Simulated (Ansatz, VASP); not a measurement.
**Two plane-wave programs on Ge**

```
Ge
1.0
     3.96772    0.00000    0.00000
    -1.98386    3.43615    0.00000
     0.00000    0.00000   10.76894
Ge
4
Direct
  0.66667 0.33333 0.41485
  0.33333 0.66667 0.91485
  0.00000 0.00000 0.47745
  0.00000 0.00000 0.97745
```

Alike in both runs: task single point; functional PBE; k mesh 8 × 8 × 3; occupations fermi-dirac, width 0.05 eV; no spin polarisation.

|  | VASP | Ansatz |
| --- | --- | --- |
| version | VASP 6.6.1 | Ansatz 0.2.0 |
| potentials or method | VASP PAW PBE potentials, release 64 (Ge_d) | Ansatz PAW |
| plane-wave cutoff (eV) | 520 | 420 |
| valence electrons in the cell | 56 | 56 |

|  | VASP | Ansatz | Ansatz less VASP |
| --- | --- | --- | --- |
| gap on the k mesh at the Fermi level (eV) | 0.70 | 0.70 | 0.000 |
| least direct gap on the mesh (eV) | 0.71 | 0.71 | 0.000 |
| pressure (GPa) | 1.7 | 1.8 | +0.06 |
| traceless stress, the component that is largest in VASP (GPa) | -1.78 | -1.80 | -0.019 |
| rms of the force components (eV/Å) | 0.084 | 0.084 | -0.0004 |

Atom by atom the forces differ by 0.000 eV/Å (rms over components). With one functional, cell and mesh, what is left measures potentials, basis and numerics.

Noted on Ansatz's run: odd divisions of the mesh miss points on the zone boundary, where band edges often lie, so the gap on the mesh can be too wide.
